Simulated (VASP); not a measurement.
**CsMgBiO3: single point with PBE**

CsMgBiO3:

```
Cs Mg Bi O
1.0
     3.23052    1.86514    3.79701
    -3.23052    1.86514    3.79701
     0.00000   -3.73028    3.79701
Cs Mg Bi O
1 1 1 3
Direct
  0.91641 0.92116 0.91693
  0.30165 0.29999 0.30367
  0.56575 0.56436 0.56530
  0.49882 0.97857 0.48020
  0.48461 0.48955 0.98496
  0.98377 0.48027 0.50053
```

```
Program             : VASP 6.6.1
Task                : single point
Functional          : PBE
Potentials or basis : VASP PAW PBE potentials, release 64 (Cs_sv, Mg_sv, Bi_d, O)
Cutoff              : 750 eV
k mesh              : 2 × 2 × 2
Occupations         : gaussian, width 0.01 eV
Spin                : no spin polarisation
```

```
Pressure               : 0.7 GPa
Largest force          : 0.638 eV/Å
Band gap on the k mesh : 2.52 eV
```

Forces in eV/Å, atoms in the order of the input:
```
Cs   0.044 -0.027 -0.061
Mg   0.021 -0.057 -0.040
Bi   0.188 -0.157  0.589
O    0.029 -0.060 -0.066
O   -0.053  0.411 -0.208
O   -0.228 -0.110 -0.215
```

Stress tensor (GPa, compression positive):
```
 0.14 -0.12 -0.27
-0.12  0.12  0.23
-0.27  0.23  1.90
```

Levels at points of the mesh, in eV from the valence-band top:
```csv
k point,band 22,band 23,band 24,band 25,band 26,band 27,band 28,band 29,band 30,band 31
"(0.00, 0.00, 0.00)",-1.68,-1.65,-1.30,-1.28,-0.91,2.96,4.70,4.80,5.25,5.35
"(0.50, 0.00, 0.00)",-1.75,-1.69,-1.36,-1.23,-0.92,3.14,4.58,4.92,5.07,5.98
"(0.00, 0.50, 0.00)",-1.73,-1.66,-1.41,-1.21,-0.95,3.13,4.58,4.87,5.16,5.89
"(0.00, 0.00, 0.50)",-1.76,-1.69,-1.35,-1.24,-0.89,3.14,4.55,4.92,5.16,5.92
"(0.50, 0.50, 0.00)",-1.78,-1.56,-1.31,-1.16,-0.40,3.00,3.72,4.22,5.26,6.17
"(0.50, 0.00, 0.50)",-1.80,-1.55,-1.36,-1.11,-0.37,3.00,3.67,4.23,5.32,6.17
"(0.00, 0.50, 0.50)",-1.77,-1.54,-1.33,-1.15,-0.40,2.97,3.75,4.22,5.29,6.16
"(0.50, 0.50, 0.50)",-1.51,-1.25,-1.24,-0.84,0.00,2.52,2.80,2.89,4.32,7.41
```

It took 120 s on 1 thread of Intel(R) Xeon(R) 6975P-C (Granite Rapids) (shared host), peak memory 0.35 GiB.

Caveat: the k points lie up to 0.63 Å⁻¹ apart; spin-orbit coupling is left out, which moves the levels of the heavy elements. A k mesh can miss the band edges.
